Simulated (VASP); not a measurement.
Set up this calculation in VASP 6.6.1, as the native input.

- Task: single point
- Functional: r2SCAN
- Potentials or basis: VASP PAW PBE potentials, release 64 (Ti_sv, O)
- Cutoff: 520 eV
- k mesh: 8 × 8 × 8
- Occupations: gaussian, width 0.01 eV
- Spin: no spin polarisation
- Dipole correction: no
- Further INCAR settings: ALGO = Normal; EDIFF = 1e-07; NBANDS = 19

The system is TiO2.

```xyz
3
Lattice="7.1919 -0.0760 -0.0452 6.5376 2.8326 -0.0410 6.5376 1.3161 2.5086" Properties=species:S:1:pos:R:3 pbc="T T T"
Ti    0.0000    0.0000    0.0000
O    12.5886    2.5082    1.4919
O     7.6784    1.5645    0.9305
```

The input as run:

POSCAR

```
TiO2
1.0
    7.1919029601     -0.0760303504     -0.0452221854
    6.5375554190      2.8326156224     -0.0410112580
    6.5375554190      1.3161080011      2.5086356684
Ti O
1 2
Direct
    0.0000000000      0.0000000000      0.0000000000
    0.6302511117      0.6161249202      0.6161249202
    0.3697488883      0.3838750798      0.3838750798
```

INCAR.step1

```
PREC = Accurate
ENCUT = 520
ISMEAR = 0
SIGMA = 0.01
LREAL = F
LASPH = T
NELM = 60
NBANDS = 19
GGA = PE
ALGO = Normal
EDIFF = 1E-4
LWAVE = T
LCHARG = F
```

INCAR.step2

```
PREC = Accurate
ENCUT = 520
EDIFF = 1E-7
ISMEAR = 0
SIGMA = 0.01
LREAL = F
LASPH = T
NELM = 60
ALGO = Normal
ISIF = 2
LWAVE = F
LCHARG = T
METAGGA = R2SCAN
LMIXTAU = T
LELF = T
LVHAR = T
NBANDS = 19
ISTART = 1
```

KPOINTS

```
regular mesh
0
Gamma
  8 8 8
```

Potentials or basis: VASP PAW PBE potentials, release 64 (Ti_sv, O).

Command:

```sh
$ cat potpaw_PBE.64/Ti_sv/POTCAR potpaw_PBE.64/O/POTCAR > POTCAR
$ cp INCAR.step1 INCAR
$ mpirun -np 1 vasp_std > vasp.out
$ cp INCAR.step2 INCAR
$ mpirun -np 1 vasp_std > vasp.out
```

Results of the run:

| Property | Result |
| --- | --- |
| Pressure | 0.6 GPa |
| Largest force | 0.094 eV/Å |
| Band gap on the k mesh | 3.16 eV (least direct gap 3.34 eV) |

Caveat: the PAW data sets were made with another functional, which shifts forces and pressure a little.

Wall time 63 min on 1 thread of Intel(R) Xeon(R) Platinum 8488C (Sapphire Rapids) (shared host), peak memory 0.48 GiB.
